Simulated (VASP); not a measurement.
Li2H:

```
Li H
1.0
     1.39935   -1.99697    0.00000
     1.39935    1.99697    0.00000
     0.00000    0.00000    5.82485
Li H
2 1
Direct
  0.00000 0.00000 0.68169
  0.00000 0.00000 0.31831
  0.50000 0.50000 0.00000
```

* Program: VASP 6.6.1
* Task: relaxation of cell and atoms
* Functional: PBE
* Potentials or basis: VASP PAW PBE potentials, release 64 (Li_sv, H)
* Cutoff: 600 eV
* k mesh: 8 × 8 × 4
* Occupations: gaussian, width 0.1 eV
* Spin: no spin polarisation

At the start: pressure 4.0 GPa; volume 10.85 Å³/atom.

Q: Where does the relaxation end?

A: Over 14 steps the energy falls by 506.4 meV/atom and the volume is 12.08 Å³/atom (+11.3 %); space group Cmmm (No. 65, to 0.05 Å).

The path:
| step | energy change (eV) | largest force (eV/Å) | pressure (GPa) | volume (Å³) |
| --- | --- | --- | --- | --- |
| 1 | 0.0000 | 2.0110 | 3.98 | 32.55 |
| 2 | -0.5834 | 1.8356 | 1.68 | 33.78 |
| 3 | -1.3822 | 0.2789 | -1.18 | 36.90 |
| 4 | -1.3881 | 0.5109 | -1.11 | 36.63 |
| 5 | -1.3888 | 0.4553 | -1.13 | 36.70 |
| 6 | -1.4611 | 0.1083 | -0.56 | 36.20 |
| 7 | -1.4805 | 0.1572 | 0.11 | 35.75 |
| 8 | -1.4916 | 0.0694 | 0.12 | 35.80 |
| 9 | -1.4989 | 0.0699 | 0.13 | 35.85 |
| 10 | -1.5070 | 0.0871 | 0.14 | 35.93 |
| 11 | -1.5141 | 0.1293 | 0.19 | 36.10 |
| 12 | -1.5150 | 0.1157 | 0.18 | 36.08 |
| 13 | -1.5184 | 0.0584 | 0.15 | 36.18 |
| 14 | -1.5191 | 0.0171 | 0.13 | 36.24 |

Final structure:
```
Li H
1.0
     1.40103   -2.46798    0.00000
     1.40103    2.46798    0.00000
     0.00000    0.00000    5.24099
Li H
2 1
Direct
  0.00000 0.00000 0.75832
  0.00000 0.00000 0.24168
  0.50000 0.50000 0.00000
```

Caveat: the cutoff is under 1.25 times the usual one of these potentials, so pressure, stress and relaxed cells hold a basis-set (Pulay) error.
